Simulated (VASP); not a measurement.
# AlN (Fm-3m) in VASP: settings compared

Aim: see how the results for AlN move with the level of theory and the settings. Levels: r2SCAN, PBE. Tasks: single point.

Program: VASP 6.6.1. These are calculated values, not measurements. Logs are shortened: lines on timing, memory, paths and dates and some standing lists are left out, and cuts for length are marked.

### 1 The cell of the first run

The structure is cubic, space group Fm-3m (No. 225). The conventional cell has a = 3.869 Å, b = 3.869 Å, c = 3.869 Å, α = 90.00°, β = 90.00°, γ = 90.00°. Within 2.6 Å of Al (site symmetry m-3m) lie 6 N at 1.93 Å. Within 2.6 Å of N (site symmetry m-3m) lie 6 Al at 1.93 Å.

### 2 Single point, r2SCAN (volume scaled by 0.880)

POSCAR

```
AlN
1.0
    0.0000000000      1.9345578599      1.9345578599
    1.9345578599      0.0000000000      1.9345578599
    1.9345578599      1.9345578599      0.0000000000
Al N
1 1
Direct
    0.5000000000      0.5000000000      0.5000000000
    0.0000000000      0.0000000000      0.0000000000
```

INCAR.step1

```
ALGO     = Normal         # electronic algorithm
EDIFF    = 1E-4           # SCF threshold, eV
ENCUT    = 520            # plane-wave cutoff, eV
GGA      = PE             # functional
ISMEAR   = 0              # smearing method
LASPH    = T              # aspherical terms in the spheres
LCHARG   = F              # write CHGCAR
LREAL    = F              # projectors in reciprocal space
LWAVE    = T              # write WAVECAR
NBANDS   = 11             # bands
NELM     = 80             # most SCF steps
PREC     = Accurate       # precision mode
SIGMA    = 0.05           # smearing width, eV
```

INCAR.step2

```
ALGO     = Normal         # electronic algorithm
EDIFF    = 1E-7           # SCF threshold, eV
ENCUT    = 520            # plane-wave cutoff, eV
ISIF     = 2              # what is computed and relaxed
ISMEAR   = 0              # smearing method
ISTART   = 1            
LASPH    = T              # aspherical terms in the spheres
LCHARG   = F              # write CHGCAR
LMIXTAU  = T            
LREAL    = F              # projectors in reciprocal space
LWAVE    = F              # write WAVECAR
METAGGA  = R2SCAN         # meta-GGA
NBANDS   = 11             # bands
NELM     = 80             # most SCF steps
PREC     = Accurate       # precision mode
SIGMA    = 0.05           # smearing width, eV
```

KPOINTS

```
k-points
0
Gamma
  10 10 10
```

Potentials or basis: VASP PAW PBE potentials, release 64 (Al, N).

Run with:

```console
> cat potpaw_PBE.64/Al/POTCAR potpaw_PBE.64/N/POTCAR > POTCAR
> cp INCAR.step1 INCAR
> mpirun -np 1 vasp_std > vasp.out
> cp INCAR.step2 INCAR
> mpirun -np 1 vasp_std > vasp.out
```

OUTCAR:

```text
EDIFF = 1E-7
   ENCUT = 520
   ISIF = 2
   ISMEAR = 0
   ISTART = 1
   LASPH = T
   LREAL = F
   METAGGA = R2SCAN
   NELM = 80
   PREC = Accurate

 ion  position               nearest neighbor table
   1  0.500  0.500  0.500-   2 1.93   2 1.93   2 1.93   2 1.93   2 1.93   2 1.93
   2  0.000  0.000  0.000-   1 1.93   1 1.93   1 1.93   1 1.93   1 1.93   1 1.93

  LATTYP: Found a face centered cubic cell.
 ALAT       =     3.8691157198

  Lattice vectors:

 A1 = (   0.0000000000,   1.9345578599,   1.9345578599)
 A2 = (   1.9345578599,   0.0000000000,   1.9345578599)
 A3 = (   1.9345578599,   1.9345578599,   0.0000000000)

Analysis of symmetry for initial positions (statically):
=====================================================================
 Subroutine PRICEL returns:
 Original cell was already a primitive cell.

 Routine SETGRP: Setting up the symmetry group for a
 face centered cubic supercell.

 Subroutine GETGRP returns: Found 48 space group operations
 (whereof 48 operations were pure point group operations)
 out of a pool of 48 trial point group operations.

The static configuration has the point symmetry O_h .

Analysis of symmetry for dynamics (positions and initial velocities):
=====================================================================
 Subroutine PRICEL returns:
 Original cell was already a primitive cell.

 Routine SETGRP: Setting up the symmetry group for a
 face centered cubic supercell.

 Subroutine GETGRP returns: Found 48 space group operations
 (whereof 48 operations were pure point group operations)
 out of a pool of 48 trial point group operations.

The dynamic configuration has the point symmetry O_h .

 Subroutine INISYM returns: Found 48 space group operations
 (whereof 48 operations are pure point group operations),
 and found     1 'primitive' translations

----------------------------------------------------------------------------------------

                                     Primitive cell

  volume of cell :      14.4802

  direct lattice vectors                    reciprocal lattice vectors
     0.000000000  1.934557860  1.934557860    -0.258456989  0.258456989  0.258456989
     1.934557860  0.000000000  1.934557860     0.258456989 -0.258456989  0.258456989
     1.934557860  1.934557860  0.000000000     0.258456989  0.258456989 -0.258456989

  length of vectors
     2.735877963  2.735877963  2.735877963     0.447660637  0.447660637  0.447660637

  position of ions in fractional coordinates (direct lattice)
     0.500000000  0.500000000  0.500000000
     0.000000000  0.000000000  0.000000000

  ion indices of the primitive-cell ions
   primitive index   ion index
                 1           1
                 2           2

----------------------------------------------------------------------------------------

 KPOINTS: k-points

Automatic generation of k-mesh.
 Grid dimensions read from file:
 generate k-points for:   10   10   10

 Generating k-lattice:

  Cartesian coordinates                     Fractional coordinates (reciprocal lattice)
    -0.025845699  0.025845699  0.025845699     0.100000000  0.000000000  0.000000000
     0.025845699 -0.025845699  0.025845699     0.000000000  0.100000000  0.000000000
     0.025845699  0.025845699 -0.025845699     0.000000000  0.000000000  0.100000000

  Length of vectors
     0.044766064  0.044766064  0.044766064

  Shift w.r.t. Gamma in fractional coordinates (k-lattice)
     0.000000000  0.000000000  0.000000000

 Subroutine IBZKPT returns following result:
 ===========================================

 Found     47 irreducible k-points:

 Following reciprocal coordinates:
            Coordinates               Weight
  0.000000  0.000000  0.000000      1.000000
  0.100000  0.000000  0.000000      8.000000
  0.200000  0.000000  0.000000      8.000000
  0.300000  0.000000  0.000000      8.000000
  0.400000  0.000000  0.000000      8.000000
  0.500000  0.000000  0.000000      4.000000
[... 16 lines left out ...]
  0.300000  0.300000  0.000000      6.000000
  0.400000  0.300000  0.000000     24.000000
 [... further k-points ...]
   k-points           NKPTS =     47   k-points in BZ     NKDIM =     47   number of bands    NBANDS=     11
   number of dos      NEDOS =    301   number of ions     NIONS =      2
   total plane-waves  NPLWV =   8000
   dimension x,y,z NGX =    20 NGY =   20 NGZ =   20
   dimension x,y,z NGXF=    40 NGYF=   40 NGZF=   40
   ions per type =               1   1
   NGX,Y,Z   is equivalent  to a cutoff of  12.15, 12.15, 12.15 a.u.
   NGXF,Y,Z  is equivalent  to a cutoff of  24.31, 24.31, 24.31 a.u.
 SYSTEM =  unknown system
   PREC   = accura    normal or accurate (medium, high low for compatibility)
   ISTART =      1    job   : 0-new  1-cont  2-samecut
   ICHARG =      0    charge: 1-file 2-atom 10-const
   ISPIN  =      1    spin polarized calculation?
   LNONCOLLINEAR =      F non collinear calculations
   LSORBIT =      F    spin-orbit coupling
   LASPH  =      T    aspherical Exc in radial PAW
   ENCUT  =  520.0 eV  38.22 Ry    6.18 a.u.   5.09  5.09  5.09*2*pi/ulx,y,z
   NELM   =     80;   NELMIN=  2; NELMDL=  0     # of ELM steps
   EDIFF  = 0.1E-06   stopping-criterion for ELM
   LREAL  =      F    real-space projection
   EDIFFG = 0.1E-05   stopping-criterion for IOM
   NSW    =      0    number of steps for IOM
   IBRION =     -1    ionic relax: 0-MD 1-quasi-New 2-CG
   NFREE  =      0    steps in history (QN), initial steepest desc. (CG)
   ISIF   =      2    stress and relaxation
   ISYM   =      2    0-nonsym 1-usesym 2-fastsym
   POTIM  = 0.5000    time-step for ionic-motion
   TEBEG  =    0.0;   TEEND  =   0.0 temperature during run
   PSTRESS=    0.0 pullay stress
   NELECT =       8.0000    total number of electrons
   NUPDOWN=      -1.0000    fix difference up-down
   EMIN   =  10.00;   EMAX   =-10.00  energy-range for DOS
   EFERMI =   0.00;   METHOD = LEGACY
   ISMEAR =     0;   SIGMA  =   0.05  broadening in eV -4-tet -1-fermi 0-gaus
   EFERMI_NEDOS =   21; number of points for ismear=-14 and -15
   IALGO  =     38    algorithm
   IMIX   =      4    mixing-type and parameters
     AMIX     =   0.40;   BMIX     =  1.00
     AMIX_MAG =   1.60;   BMIX_MAG =  1.00
  volume/ion in A,a.u.               =       7.24        48.86
  Fermi-wavevector in a.u.,A,eV,Ry     =   1.343321  2.538508 24.551863  1.804511
  Thomas-Fermi vector in A             =   2.471404
   LORBIT       =      0    0 simple, 1 ext, 2 COOP (PROOUT), +10 PAW based schemes
   METAGGA = R2SCAN    functional components
   LHFCALC =     F    Hartree Fock is set to
   AEXX    =    0.0000 exact exchange contribution
   IVDW    =     0    specifies the selected vdW correction
   LEPSILON=     F    determine dielectric tensor
   LRPA    =     F    only Hartree local field effects (RPA)
 non-spin polarized calculation
 Gauss-broadening in eV      SIGMA  =   0.05
  energy-cutoff  :      520.00
  volume of cell :       14.48
 maximum number of plane-waves:       396
   NGX = 11   NGY = 11   NGZ = 11

 number of electron       7.9999997 magnetization

 Free energy of the ion-electron system (eV)
  ---------------------------------------------------
  ext. energy  EPLUGINS =         0.00000000
  ---------------------------------------------------
  free energy    TOTEN  =       -18.65191259 eV

  energy without entropy =      -18.65191259  energy(sigma->0) =      -18.65191259

 E-fermi :  11.9242     XC(G=0): -13.5510

 val. band max:       11.5719753084   @ k =   0.0000   0.0000   0.0000
 cond. band min:      17.2986964633   @ k =   0.5000   0.5000   0.0000
 fundamental gap:      5.7267211549
 Fermi energy:        11.9242274289

 k-point     1 :       0.0000    0.0000    0.0000
  band No.  band energies     occupation
      1      -8.1118      2.00000
      2      11.5720      2.00000
      3      11.5720      2.00000
      4      11.5720      2.00000
      5      20.2090      0.00000
      6      24.9241      0.00000
      7      24.9241      0.00000
      8      24.9241      0.00000
      9      31.0936      0.00000
     10      31.1951      0.00000
     11      31.1951      0.00000

 k-point     2 :       0.1000    0.0000    0.0000
  band No.  band energies     occupation
      1      -7.8752      2.00000
      2      10.5093      2.00000
      3      11.4076      2.00000
      4      11.4076      2.00000
      5      20.7472      0.00000
      6      24.1248      0.00000
      7      25.3169      0.00000
      8      25.3169      0.00000
      9      30.1167      0.00000
     10      30.1167      0.00000
     11      32.8331      0.00000

 k-point     3 :       0.2000    0.0000    0.0000
  band No.  band energies     occupation
      1      -7.1866      2.00000
      2       8.1341      2.00000
      3      11.0112      2.00000
      4      11.0112      2.00000
      5      20.8262      0.00000
      6      24.3148      0.00000
      7      25.8677      0.00000
      8      25.8677      0.00000
      9      29.4578      0.00000
     10      29.4578      0.00000
     11      32.8628      0.00000

 k-point     4 :       0.3000    0.0000    0.0000
  band No.  band energies     occupation
      1      -6.1269      2.00000
      2       5.4758      2.00000
      3      10.5747      2.00000
      4      10.5747      2.00000
      5      20.0807      0.00000
      6      25.4527      0.00000
      7      25.4527      0.00000
      8      25.9963      0.00000
      9      30.9765      0.00000
     10      30.9765      0.00000
     11      31.8696      0.00000
[... 239 lines left out ...]
 k-point    22 :      -0.2000    0.2000    0.0000
  band No.  band energies     occupation
      1      -5.7852      2.00000
      2       6.1261      2.00000
      3       8.1195      2.00000
      4      10.6175      2.00000
      5      22.5524      0.00000
      6      23.0797      0.00000
      7      25.1765      0.00000
      8      26.6267      0.00000
      9      28.1972      0.00000
     10      33.4538      0.00000
     11      36.0704      0.00000

 k-point    23 :       0.3000    0.3000    0.0000
  band No.  band energies     occupation
      1      -5.5069      2.00000
      2       6.1762      2.00000
      3       9.1968      2.00000
      4       9.1968      2.00000
      5      18.8750      0.00000
      6      20.9251      0.00000
      7      26.1757      0.00000
      8      30.0946      0.00000
      9      30.0946      0.00000
     10      34.3265      0.00000
     11      39.4927      0.00000

 k-point    24 :       0.4000    0.3000    0.0000
  band No.  band energies     occupation
      1      -4.6226      2.00000
      2       4.9578      2.00000
      3       8.3118      2.00000
      4       8.8916      2.00000
      5      18.8055      0.00000
      6      20.4756      0.00000
      7      26.5940      0.00000
      8      30.1435      0.00000
      9      31.2317      0.00000
     10      36.0554      0.00000
     11      40.1102      0.00000

 [... further k-points ...]
[... 5 lines left out ...]
  --------------------------------------------------------------------------------------
  -------------------------------------------------------------------------------------
  Total        4.0179639      4.0179639      4.0179639      0.0000000      0.0000000     -0.0000000
  in kB      444.5713214    444.5713214    444.5713214      0.0000000      0.0000000     -0.0000000
  external PRESSURE =     444.5713214 kB  Pullay stress =       0.0000000 kB

 VOLUME and BASIS-vectors are now :
 -----------------------------------------------------------------------------
  energy-cutoff  :      520.00
  volume of cell :       14.48
      direct lattice vectors                 reciprocal lattice vectors
     0.000000000  1.934557860  1.934557860    -0.258456989  0.258456989  0.258456989
     1.934557860  0.000000000  1.934557860     0.258456989 -0.258456989  0.258456989
     1.934557860  1.934557860  0.000000000     0.258456989  0.258456989 -0.258456989

 POSITION                                       TOTAL-FORCE (eV/Angst)
 -----------------------------------------------------------------------------------
      1.93456      1.93456      1.93456        -0.000000      0.000000     -0.000000
      0.00000      0.00000      0.00000         0.000000     -0.000000      0.000000
 -----------------------------------------------------------------------------------
    total drift:                                0.000000     -0.000000     -0.000000

  FREE ENERGIE OF THE ION-ELECTRON SYSTEM (eV)
  ---------------------------------------------------
  free  energy   TOTEN  =       -18.6519125865 eV

  energy  without entropy=      -18.6519125865  energy(sigma->0) =      -18.65191259
```

Wall time 51 s (1 thread of Intel Xeon 8259CL, shared host); peak memory 0.13 GiB.

What came out:

* Free energy: -18.6519 eV
* Pressure: 44.5 GPa
* Band gap on the k mesh: 5.73 eV, indirect (least direct gap 8.64 eV)

Levels at points of the mesh, in eV from the valence-band top:
| k point | band 2 | band 3 | band 4 | band 5 | band 6 | band 7 |
| --- | --- | --- | --- | --- | --- | --- |
| (0.00, 0.00, 0.00) | 0.00 | 0.00 | 0.00 | 8.64 | 13.35 | 13.35 |
| (0.50, 0.00, 0.00) | -9.36 | -1.43 | -1.43 | 7.80 | 13.06 | 13.06 |
| (0.50, 0.50, 0.00) | -8.50 | -3.26 | -3.26 | 5.73 | 6.90 | 17.15 |

Caveat: the PAW data sets were made with another functional, which shifts forces and pressure a little. A k mesh can miss the band edges.

(Part 1 of 3 ends here.)
